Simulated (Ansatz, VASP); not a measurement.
**One calculation of AlNi, two programs**

File INCAR:

```
SYSTEM = AlNi
  PREC = Accurate
  ENCUT = 520
  EDIFF = 1E-6
  ISMEAR = 0
  SIGMA = 0.15
  LREAL = .False.
  LASPH = .True.
  NELM = 80
  ALGO = Fast
  ISIF = 2
  LWAVE = .False.
  LCHARG = .False.
  GGA = PE
  NBANDS = 28
```

File KPOINTS:

```
Automatic mesh
0
Gamma
  15 15 5
  0 0 0
```

POSCAR

```
AlNi
1.0
    0.0000000000     -2.8927237813      0.0000000000
    0.0000000000      0.0000000000     -2.8927237813
   11.8781713440     -1.2053015755     -1.2053015755
Al Ni
3 3
Direct
    0.7716880430     -0.2283119570      0.5479486968
    0.9746320048     -0.0253679952      0.0608831885
    0.8731600239     -0.1268399761      0.3044159427
    0.2209520526      0.2209520526      0.6697150738
    0.4238960143      0.4238960143      0.1826495656
    0.3224240335      0.3224240335      0.4261823197
```

Input for Ansatz:

```yaml
crystal:
  lattice:
    - [0.0, -2.8927237813, 0.0]
    - [0.0, 0.0, -2.8927237813]
    - [11.878171344, -1.2053015755, -1.2053015755]
  atoms:
    - { symbol: Al, position: [0.771688043, -0.228311957, 0.5479486968] }
    - { symbol: Al, position: [0.9746320048, -0.0253679952, 0.0608831885] }
    - { symbol: Al, position: [0.8731600239, -0.1268399761, 0.3044159427] }
    - { symbol: Ni, position: [0.2209520526, 0.2209520526, 0.6697150738] }
    - { symbol: Ni, position: [0.4238960143, 0.4238960143, 0.1826495656] }
    - { symbol: Ni, position: [0.3224240335, 0.3224240335, 0.4261823197] }
basis:
  ecutwfc: 520.0
kpoints:
  mp_grid: { grid: [15, 15, 5] }
hamiltonian:
  xc: pbe
  pseudopotentials: { kind: paw, azcp: { folder: soft_1 } }
scf:
  occupations: { method: gaussian, width: 0.15 }
output:
  forces: true
  stress: true
  eigenvalues: true
```

Alike in both runs: task single point; functional PBE; k mesh 15 × 15 × 5; occupations gaussian, width 0.15 eV; no spin polarisation.

```csv
,VASP,Ansatz
version,VASP 6.6.1,Ansatz 0.2.0
potentials or method,"VASP PAW PBE potentials, release 64 (Al, Ni), cutoff 520 eV","scalar-relativistic, plane waves, PAW"
valence electrons in the cell,39,63
```

Ansatz gave:

| Property | Result |
| --- | --- |
| gap on the k mesh at the Fermi level (eV) | none |
| pressure (GPa) | -4.1 |
| traceless stress, the component that is largest in VASP (GPa) | 1.86 |
| rms of the force components (eV/Å) | 0.285 |

Question: What did VASP give for the same quantities?

Answer: gap on the k mesh at the Fermi level (eV): none; pressure (GPa): -4.0; traceless stress, the component that is largest in VASP (GPa): 1.82; rms of the force components (eV/Å): 0.281.

Atom by atom the forces differ by 0.004 eV/Å (rms over components). A gap of «none» marks a metal or a gap that the smearing closes. With one functional, cell and mesh, what is left measures potentials, basis and numerics. VASP's potentials hold 39 valence electrons a cell and Ansatz's 63, so a difference there can come from the potentials and not from the codes.
